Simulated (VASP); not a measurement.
Wanted: the native input for a VASP 6.6.1 run.

| Property | Result |
| --- | --- |
| Task | single point |
| Functional | revPBE |
| Potentials or basis | VASP PAW PBE potentials, release 64 (W_sv) |
| Cutoff | 520 eV |
| k mesh | 11 × 11 × 11 |
| Occupations | fermi-dirac, width 0.05 eV |
| Spin | no spin polarisation |
| Dipole correction | no |
| Further INCAR settings | ALGO = Normal; EDIFF = 1e-07; NBANDS = 13 |

The structure of W lies in POSCAR:

```
W
1.0
    0.0000000000      2.0300000000      2.0300000000
    2.0300000000      0.0000000000      2.0300000000
    2.0300000000      2.0300000000      0.0000000000
W
1
Direct
    0.0000000000      0.0000000000      0.0000000000
```

These files were run (other wordings do the same):

INCAR

```
PREC     = Accurate       # precision mode
ENCUT    = 520            # plane-wave cutoff, eV
EDIFF    = 1E-7           # SCF threshold, eV
ISMEAR   = -1             # smearing method
SIGMA    = 0.05           # smearing width, eV
LREAL    = F              # projectors in reciprocal space
LASPH    = T              # aspherical terms in the spheres
NELM     = 80             # most SCF steps
ALGO     = Normal         # electronic algorithm
ISIF     = 2              # what is computed and relaxed
LWAVE    = F              # write WAVECAR
LCHARG   = F              # write CHGCAR
GGA      = RE             # functional
NBANDS   = 13             # bands
```

KPOINTS

```
Automatic mesh
0
Gamma
  11 11 11
```

Potentials or basis: VASP PAW PBE potentials, release 64 (W_sv).

The run is started by

```console
$ cat potpaw_PBE.64/W_sv/POTCAR > POTCAR
$ mpirun -np 1 vasp_std > vasp.out
```

It gave:

| Item | Value |
| --- | --- |
| Pressure | -2.0 GPa |
| Band gap on the k mesh | zero (band 7 reaches 12.83 eV, above the bottom of band 8 at 9.76 eV) |

Caveat: the PAW data sets were made with another functional, which shifts forces and pressure a little; spin-orbit coupling is left out, which moves the levels of the heavy elements.

It took 15 s on 1 thread of Intel Xeon 8259CL, on a shared host, peak memory 0.15 GiB.
